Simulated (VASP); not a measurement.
# GdYF (P-6m2) in VASP: notebook, part 2 of 2

VASP 6.6.1. The steps go on from the part before.

## (4) Relaxation of cell and atoms, PBE, collinear spin, ferromagnetic start

INCAR reads:

```
SYSTEM = GdYF
PREC     = Accurate       ! precision mode
ENCUT    = 600            ! plane-wave cutoff, eV
EDIFF    = 1E-6           ! SCF threshold, eV
ISMEAR   = 0              ! smearing method
SIGMA    = 0.1            ! smearing width, eV
LREAL    = .FALSE.        ! projectors in reciprocal space
LASPH    = .TRUE.         ! aspherical terms in the spheres
NELM     = 150            ! most SCF steps
ALGO     = Normal         ! electronic algorithm
ISIF     = 3              ! what is computed and relaxed
LWAVE    = .FALSE.        ! write WAVECAR
LCHARG   = .FALSE.        ! write CHGCAR
ISPIN    = 2              ! spin polarisation
MAGMOM   = 0 7 0          ! initial moments
LORBIT   = 11             ! projections on sites
LMAXMIX  = 6              ! l up to which the mixer works
GGA      = PE             ! functional
IBRION   = 2              ! ionic algorithm
NSW      = 90             ! ionic steps
EDIFFG   = -0.04          ! ionic threshold
```

KPOINTS reads:

```
regular mesh
0
G
  6 6 4
  0 0 0
```

POSCAR reads:

```
GdYF
1.0
    4.1547226600      0.0000000000      0.0000000000
   -2.0773613300      3.5980953700      0.0000000000
    0.0000000000      0.0000000000      4.5851254000
Y Gd F
1 1 1
Direct
    0.0000000000      0.0000000000      0.0000000000
    0.3333333300      0.6666666700      0.5000000000
    0.6666666700      0.3333333300      0.5000000000
```

Potentials or basis: VASP PAW PBE potentials, release 64 (Y_sv, Gd, F).

The run is started by

```bash
> cat potpaw_PBE.64/Y_sv/POTCAR potpaw_PBE.64/Gd/POTCAR potpaw_PBE.64/F/POTCAR > POTCAR
> mpirun -np 1 vasp_std > vasp.out
```

OUTCAR:

```text
SYSTEM = GdYF
   PREC = Accurate
   ENCUT = 600
   EDIFF = 1E-6
   ISMEAR = 0
   LREAL = .FALSE.
   LASPH = .TRUE.
   NELM = 150
   ISIF = 3
   ISPIN = 2
   LORBIT = 11
   GGA = PE
   IBRION = 2
   NSW = 90
   EDIFFG = -0.04

 ion  position               nearest neighbor table
   1  0.000  0.000  0.000-   2 3.32   2 3.32   2 3.32   2 3.32   2 3.32   2 3.32
   2  0.333  0.667  0.500-   3 2.40   3 2.40   3 2.40   1 3.32   1 3.32   1 3.32   1 3.32   1 3.32
                             1 3.32
   3  0.667  0.333  0.500-   2 2.40   2 2.40   2 2.40

  LATTYP: Found a hexagonal cell.
 ALAT       =     4.1547226600
 C/A-ratio  =     1.1035936151

  Lattice vectors:

 A1 = (   4.1547226600,   0.0000000000,   0.0000000000)
 A2 = (  -2.0773613300,   3.5980953700,   0.0000000000)
 A3 = (   0.0000000000,   0.0000000000,   4.5851254000)

Analysis of symmetry for initial positions (statically):
=====================================================================
 Subroutine PRICEL returns:
 Original cell was already a primitive cell.

 Routine SETGRP: Setting up the symmetry group for a
 hexagonal supercell.

 Subroutine GETGRP returns: Found 12 space group operations
 (whereof 12 operations were pure point group operations)
 out of a pool of 24 trial point group operations.

The static configuration has the point symmetry D_3h.

Analysis of symmetry for dynamics (positions and initial velocities):
=====================================================================
 Subroutine PRICEL returns:
 Original cell was already a primitive cell.

 Routine SETGRP: Setting up the symmetry group for a
 hexagonal supercell.

 Subroutine GETGRP returns: Found 12 space group operations
 (whereof 12 operations were pure point group operations)
 out of a pool of 24 trial point group operations.

The dynamic configuration has the point symmetry D_3h.

[... 142 lines left out ...]
 spin polarized calculation
 Gauss-broadening in eV      SIGMA  =   0.10
  energy-cutoff  :      600.00
  volume of cell :       68.54
 maximum number of plane-waves:      2310
 NGX is ok and might be reduce to    36
   NGX = 17   NGY = 17   NGZ = 19

--------------------------------------- Ionic step        1  -------------------------------------------

 number of electron      36.0000005 magnetization       8.2634200

 Free energy of the ion-electron system (eV)
  ---------------------------------------------------
  ext. energy  EPLUGINS =         0.00000000
  ---------------------------------------------------
  free energy    TOTEN  =       -22.86939408 eV

  energy without entropy =      -22.84636824  energy(sigma->0) =      -22.85788116

 E-fermi :   3.9025     XC(G=0): -10.0631

 val. band max:        3.8863766197   @ k =   0.1667   0.1667   0.5000
 cond. band min:       3.9061705636   @ k =   0.5000  -0.0000   0.2500
 fundamental gap:      0.0197939439
 Fermi energy:         3.9024533593

 spin component 1

 k-point     1 :       0.0000    0.0000    0.0000
  band No.  band energies     occupation
      1     -41.4389      1.00000
      2     -39.2576      1.00000
      3     -21.5265      1.00000
      4     -19.5908      1.00000
      5     -19.3270      1.00000
      6     -19.3270      1.00000
[... 1314 lines left out ...]
  FREE ENERGIE OF THE ION-ELECTRON SYSTEM (eV)
  ---------------------------------------------------
  free  energy   TOTEN  =       -23.2978172107 eV

  energy  without entropy=      -23.2806819183  energy(sigma->0) =      -23.28924956

[... ionic steps 4 to 8 ...]

--------------------------------------- Ionic step        9  -------------------------------------------

 number of electron      36.0000002 magnetization       6.5413323

------------------------ aborting loop because EDIFF is reached ----------------------------------------
[... 69 lines left out ...]
--------------------------------------- Ionic step       11  -------------------------------------------

 number of electron      36.0000001 magnetization       6.6020864

 Free energy of the ion-electron system (eV)
  ---------------------------------------------------
  ext. energy  EPLUGINS =         0.00000000
  ---------------------------------------------------
  free energy    TOTEN  =       -23.88471203 eV

  energy without entropy =      -23.86239488  energy(sigma->0) =      -23.87355346

 E-fermi :   3.0656     XC(G=0):  -9.3010

 val. band max:        3.0622389904   @ k =   0.1667   0.1667   0.2500
 cond. band min:       3.0712156188   @ k =   0.5000  -0.0000   0.0000
 fundamental gap:      0.0089766284
 Fermi energy:         3.0655764062

 spin component 1

 k-point     1 :       0.0000    0.0000    0.0000
  band No.  band energies     occupation
      1     -42.4752      1.00000
      2     -40.3061      1.00000
      3     -23.1469      1.00000
      4     -20.3554      1.00000
      5     -20.1505      1.00000
      6     -20.1505      1.00000
[... 1240 lines left out ...]
  FREE ENERGIE OF THE ION-ELECTRON SYSTEM (eV)
  ---------------------------------------------------
  free  energy   TOTEN  =       -23.8847120292 eV

  energy  without entropy=      -23.8623948850  energy(sigma->0) =      -23.87355346

 reached required accuracy - stopping structural energy minimisation

 total charge

# of ion       s       p       d       f       tot
--------------------------------------------------
    1        2.280   6.144   0.814   0.003   9.242
    2        2.051   5.607   0.415   7.133  15.206
    3        1.760   4.375   0.000   0.000   6.134
--------------------------------------------------
tot          6.091  16.125   1.230   7.136  30.583

 magnetization (x)

# of ion       s       p       d       f       tot
--------------------------------------------------
    1       -0.004  -0.034  -0.134   0.000  -0.172
    2        0.002  -0.077   0.064   6.683   6.671
    3        0.000  -0.000   0.000   0.000  -0.000
--------------------------------------------------
tot         -0.002  -0.111  -0.070   6.683   6.499
```

OSZICAR:

```text
N       E                     dE             d eps       ncg     rms          rms(c)
DAV:   1     0.286694083009E+03    0.28669E+03   -0.16255E+04  3112   0.707E+03
[... 356 lines left out ...]
DAV:   9    -0.238847323572E+02    0.87273E-04   -0.13845E-04  4062   0.304E-01    0.224E-01
DAV:  10    -0.238847176525E+02    0.14705E-04   -0.73079E-05  3758   0.285E-01    0.148E-01
DAV:  11    -0.238847093800E+02    0.82725E-05   -0.47237E-05  3994   0.205E-01    0.836E-02
DAV:  12    -0.238847189856E+02   -0.96056E-05   -0.38700E-05  4056   0.179E-01    0.763E-02
DAV:  13    -0.238847147034E+02    0.42822E-05   -0.12333E-05  3236   0.714E-02    0.384E-02
DAV:  14    -0.238847125952E+02    0.21082E-05   -0.19561E-06  1982   0.397E-02    0.325E-02
DAV:  15    -0.238847120292E+02    0.56596E-06   -0.23518E-06  1908   0.304E-02
  11 F= -.23884712E+02 E0= -.23873553E+02  d E =-.113089E-01  mag=     6.6033
```

It took 27 min on 1 thread of Intel Xeon 6975P-C (Granite Rapids), shared host; peak memory 0.38 GiB.

What came out:

| Property | Result |
| --- | --- |
| Free energy | -23.8847 eV |
| Relaxed volume | 27.39 Å³/atom |
| Relaxed cell | a = 3.942 Å, b = 3.942 Å, c = 6.106 Å, α = 90.00°, β = 90.00°, γ = 120.00° |
| Space group after relaxing (to 0.1 Å) | P-6m2 (No. 187) |
| Energy gained by relaxing | 338.4 meV/atom |
| Ionic steps | 11 |
| Pressure after relaxing | 0.0 GPa |
| Net moment | 6.60 μB per cell |
| Site moments | Y -0.17; Gd +6.67; F -0.00 μB |
| Valence electrons inside the program's atomic spheres | Y 9.24; Gd 15.21; F 6.13 |

The path:
```csv
step,energy change (eV),largest force (eV/Å),pressure (GPa),volume (Å³)
1,0.0000,0.0000,5.93,68.54
2,-0.3460,0.0000,0.43,77.20
3,-0.4284,0.0000,-4.26,88.16
4,-0.6092,0.0000,-5.08,90.35
5,-0.7702,0.0000,-5.87,93.70
6,-0.9921,0.0000,-1.89,85.40
7,-1.0038,0.0000,-0.72,83.51
8,-1.0040,0.0000,-0.37,83.21
9,-1.0116,0.0000,-0.34,82.76
10,-1.0149,0.0000,-0.15,82.36
11,-1.0153,0.0000,-0.02,82.16
```

Final structure:
```yaml
crystal:
  lattice:
    - [3.94184, 0.00000, 0.00000]
    - [-1.97092, 3.41373, 0.00000]
    - [0.00000, 0.00000, 6.10577]
  atoms:
    - { symbol: Y, position: [0.00000, 0.00000, 0.00000] }
    - { symbol: Gd, position: [0.33333, 0.66667, 0.50000] }
    - { symbol: F, position: [0.66667, 0.33333, 0.50000] }
```

Caveat: the electronic state changed during the relaxation; the volume moved by over 15 % at a fixed basis, so the end points are rough; spin-orbit coupling is left out, which moves the levels of the heavy elements; a cell with one magnetic atom can't hold antiferromagnetic order, which such compounds often take; semilocal functionals describe open f shells poorly, which spoils levels, moments and volumes. With open d or f shells a metallic result of PBE can be an artefact of self-interaction; +U or a hybrid may open a gap.

## (5) Overview

| task | cell | cutoff (eV) | gap on the mesh (eV) | pressure (GPa) | moment (μB) |
| --- | --- | --- | --- | --- | --- |
| single point | a = 4.155, b = 4.155, c = 4.585 Å, angles 90.0, 90.0, 120.0°, 3 atoms | 520 | none | 6.1 | 8.26 |
| single point | a = 3.920, b = 3.920, c = 6.527 Å, angles 90.0, 90.0, 120.0°, 3 atoms | 520 | none | -0.1 | 7.80 |
| relaxation of cell and atoms | relaxed from a = 4.155, b = 4.155, c = 4.585 Å, angles 90.0, 90.0, 120.0°, 3 atoms | 600 | none | 0.0 | 6.60 |

Alike in all rows: level PBE; potentials or basis VASP PAW PBE potentials, release 64 (Y_sv, Gd, F); spin collinear, ferromagnetic start; k mesh 6 × 6 × 4; smearing gaussian 0.1 eV.

Caveats: spin-orbit coupling is left out, which moves the levels of the heavy elements; a cell with one magnetic atom can't hold antiferromagnetic order, which such compounds often take; semilocal functionals describe open f shells poorly, which spoils levels, moments and volumes; the cell stands under pressure (at least some runs); the electronic state changed during the relaxation (at least some runs); the volume moved by over 15 % at a fixed basis, so the end points are rough (at least some runs).

Absolute energies hang on the potentials; compare differences alone.
